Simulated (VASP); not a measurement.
Input of a VASP 6.6.1 run:

The input INCAR:

```
SYSTEM = CdSe
ALGO = Normal ; EDIFF = 1E-6
ENCUT = 520 ; GGA = PS
GGA_COMPAT = .FALSE. ; ISIF = 2
ISMEAR = -1 ; LASPH = .TRUE.
LCHARG = .FALSE. ; LORBIT = 11
LORBMOM = .TRUE. ; LREAL = .FALSE.
LSORBIT = .TRUE. ; LWAVE = .FALSE.
MAGMOM = 0 0 0 0 0 0 0 0 0 0 0 0 ; NBANDS = 50
NELM = 150 ; PREC = Accurate
SIGMA = 0.05
```

Contents of KPOINTS:

```
k-points
0
G
  7 7 4
  0 0 0
```

The input POSCAR:

```
CdSe
1.0
    4.3565854364      0.0000000000      0.0000000000
   -2.1782927182      3.7729136617      0.0000000000
    0.0000000000      0.0000000000      7.1123790148
Cd Se
2 2
Direct
    0.6666666667      0.3333333333      0.5000000000
    0.3333333333      0.6666666667      0.0000000000
    0.6666666667      0.3333333333      0.8850000000
    0.3333333333      0.6666666667      0.3850000000
```

Potentials or basis: VASP PAW PBE potentials, release 64 (Cd, Se).

Command:

```bash
$ cat potpaw_PBE.64/Cd/POTCAR potpaw_PBE.64/Se/POTCAR > POTCAR
$ mpirun -np 1 vasp_ncl > vasp.out
```

Task: What does it give for the pressure?

Result: -1.4 GPa.

Task: Estimate the net moment.

Result: 0.00 μB per cell.

Stress tensor (GPa, compression positive):
```
-0.97  0.00  0.00
 0.00 -0.97  0.00
 0.00  0.00 -2.41
```

Caveat: the PAW data sets were made with another functional, which shifts forces and pressure a little.
